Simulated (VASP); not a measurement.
Runs of VASP 6.6.1 on Cu. The typed cell holds 1 atom: a = 2.479 Å, b = 2.477 Å, c = 2.450 Å, α = 108.63°, β = 107.81°, γ = 112.70°. 

```csv
level,potentials or basis,k mesh,smearing,gap on the mesh (eV),pressure (GPa)
LDA,"VASP PAW LDA potentials, release 64 (Cu)",13 × 13 × 13,fermi-dirac 0.05 eV,none,-6.8
r2SCAN,"VASP PAW PBE potentials, release 64 (Cu)",15 × 15 × 15,fermi-dirac 0.05 eV,none,1.1
r2SCAN,"VASP PAW PBE potentials, release 64 (Cu)",10 × 10 × 9,fermi-dirac 0.05 eV,none,1.0
PBE,"VASP PAW PBE potentials, release 64 (Cu)",13 × 13 × 13,fermi-dirac 0.05 eV,none,(a)
PBE,"VASP PAW PBE potentials, release 64 (Cu)",10 × 10 × 9,gaussian 0.1 eV,none,7.9
r2SCAN,"VASP PAW PBE potentials, release 64 (Cu)",8 × 8 × 7,fermi-dirac 0.05 eV,none,1.0
```

Alike in all rows: task single point; no spin polarisation; cell as given; cutoff (eV) 520.

Task: Fill in the values left out.

Result: (a) 8.3.

Caveats: some runs use coarse meshes; the PAW data sets were made with another functional, which shifts forces and pressure a little (at least some runs); the cell stands under pressure (at least some runs); the cell stands under tension (at least some runs).

A gap of «none» marks levels without a gap at the run's occupations.
